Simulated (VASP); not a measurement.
Set up this calculation in VASP 6.6.1, as the native input.

* Task: single point
* Functional: r2SCAN
* Potentials or basis: VASP PAW PBE potentials, release 64 (Pb_d, S)
* Cutoff: 520 eV
* k mesh: 8 × 8 × 8
* Occupations: gaussian, width 0.01 eV
* Spin: no spin polarisation
* Dipole correction: no
* Further INCAR settings: ALGO = Normal; EDIFF = 1e-07; NBANDS = 17

PbS:

```xyz
2
Lattice="0.0100 2.9972 2.9972 2.9972 0.0100 2.9972 2.9972 2.9972 0.0100" Properties=species:S:1:pos:R:3 pbc="T T T"
Pb    0.0000    0.0000    0.0000
S     3.0022    3.0022    3.0022
```

This cell differs from its parent crystal: strain along [111] +0.5%.

These files were run (other wordings do the same):

POSCAR

```
PbS
1.0
    0.0099574422      2.9971901139      2.9971901139
    2.9971901139      0.0099574422      2.9971901139
    2.9971901139      2.9971901139      0.0099574422
Pb S
1 1
Direct
    0.0000000000      0.0000000000      0.0000000000
    0.5000000000      0.5000000000      0.5000000000
```

INCAR.step1

```
SYSTEM = PbS
ALGO = Normal ; EDIFF = 1E-4
ENCUT = 520 ; GGA = PE
ISMEAR = 0 ; LASPH = .TRUE.
LCHARG = .FALSE. ; LREAL = .FALSE.
LWAVE = .TRUE. ; NBANDS = 17
NELM = 100 ; PREC = Accurate
SIGMA = 0.01
```

INCAR.step2

```
SYSTEM = PbS
ALGO = Normal ; EDIFF = 1E-7
ENCUT = 520 ; ISIF = 2
ISMEAR = 0 ; ISTART = 1
LASPH = .TRUE. ; LCHARG = .FALSE.
LMIXTAU = .TRUE. ; LREAL = .FALSE.
LWAVE = .FALSE. ; METAGGA = R2SCAN
NBANDS = 17 ; NELM = 100
PREC = Accurate ; SIGMA = 0.01
```

KPOINTS

```
k-points
0
G
  8 8 8
  0 0 0
```

Potentials or basis: VASP PAW PBE potentials, release 64 (Pb_d, S).

The run is started by

```sh
$ cat potpaw_PBE.64/Pb_d/POTCAR potpaw_PBE.64/S/POTCAR > POTCAR
$ cp INCAR.step1 INCAR
$ mpirun -np 1 vasp_std > vasp.out
$ cp INCAR.step2 INCAR
$ mpirun -np 1 vasp_std > vasp.out
```

It gave:

```yaml
Pressure: -0.3 GPa
Band_gap_on_the_k_mesh: 0.69 eV, indirect (least direct gap 0.72 eV)
```

Caveat: the cell differs from its parent crystal (strain along [111] +0.5%); the PAW data sets were made with another functional, which shifts forces and pressure a little; spin-orbit coupling is left out, which moves the levels of the heavy elements.

Run time: 2.1 min on 1 thread of Intel(R) Xeon(R) Platinum 8259CL CPU @ 2.50GHz (Skylake/Cascade Lake) (shared host), peak memory 0.22 GiB.
